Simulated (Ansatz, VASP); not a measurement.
## CsSnBr3: VASP beside Ansatz

File INCAR:

```
SYSTEM = CsSnBr3
  ALGO = Normal
  EDIFF = 1E-6
  ENCUT = 500
  GGA = PS
  GGA_COMPAT = .FALSE.
  ISIF = 2
  ISMEAR = 0
  LASPH = .TRUE.
  LCHARG = .FALSE.
  LREAL = .FALSE.
  LWAVE = .FALSE.
  NBANDS = 30
  NELM = 120
  PREC = Accurate
  SIGMA = 0.02
```

Contents of KPOINTS:

```
k-points
0
G
  6 6 6
  0 0 0
```

The input POSCAR:

```
CsSnBr3
1.0
    5.7627697376      0.0000000000      0.0000000000
    0.0000000000      5.7627697376      0.0000000000
    0.0000000000      0.0000000000      5.7627697376
Cs Sn Br
1 1 3
Direct
    0.0000000000      0.0000000000      0.0000000000
    0.5000000000      0.5000000000      0.5000000000
    0.5000000000      0.0000000000      0.5000000000
    0.5000000000      0.5000000000      0.0000000000
    0.0000000000      0.5000000000      0.5000000000
```

Input for Ansatz:

```yaml
crystal:
  lattice:
    - [5.7627697376, 0.0, 0.0]
    - [0.0, 5.7627697376, 0.0]
    - [0.0, 0.0, 5.7627697376]
  atoms:
    - { symbol: Cs, position: [0.0, 0.0, 0.0] }
    - { symbol: Sn, position: [0.5, 0.5, 0.5] }
    - { symbol: Br, position: [0.5, 0.0, 0.5] }
    - { symbol: Br, position: [0.5, 0.5, 0.0] }
    - { symbol: Br, position: [0.0, 0.5, 0.5] }
basis:
  ecutwfc: 420
kpoints:
  mp_grid: { grid: [6, 6, 6] }
  band_path: { path: [VBM, CBM], npoints: 2 }
hamiltonian:
  xc: pbesol
scf:
  occupations: { method: gaussian, width: 0.02 }
output:
  forces: true
  stress: true
  eigenvalues: true
checkpoint:
  read: start.run
  write: ck
  compress: false
  write_wavefunctions: false
  write_every: 100000
```

Alike in both runs: task single point; functional PBEsol; k mesh 6 × 6 × 6; occupations gaussian, width 0.02 eV; no spin polarisation.

|  | VASP | Ansatz |
| --- | --- | --- |
| version | VASP 6.6.1 | Ansatz 0.2.0 |
| potentials or method | VASP PAW PBE potentials, release 64 (Cs_sv, Sn_d, Br), cutoff 500 eV | scalar-relativistic, plane waves, PAW |
| valence electrons in the cell | 44 | 44 |

```csv
,VASP,Ansatz,Ansatz less VASP
gap on the k mesh at the Fermi level (eV),0.21,0.21,+0.005
least direct gap on the mesh (eV),0.21,0.21,+0.005
pressure (GPa),0.0,0.0,0.00
```

VASP's potentials were made for PBE, not for PBEsol.

Spin-orbit coupling is off throughout.
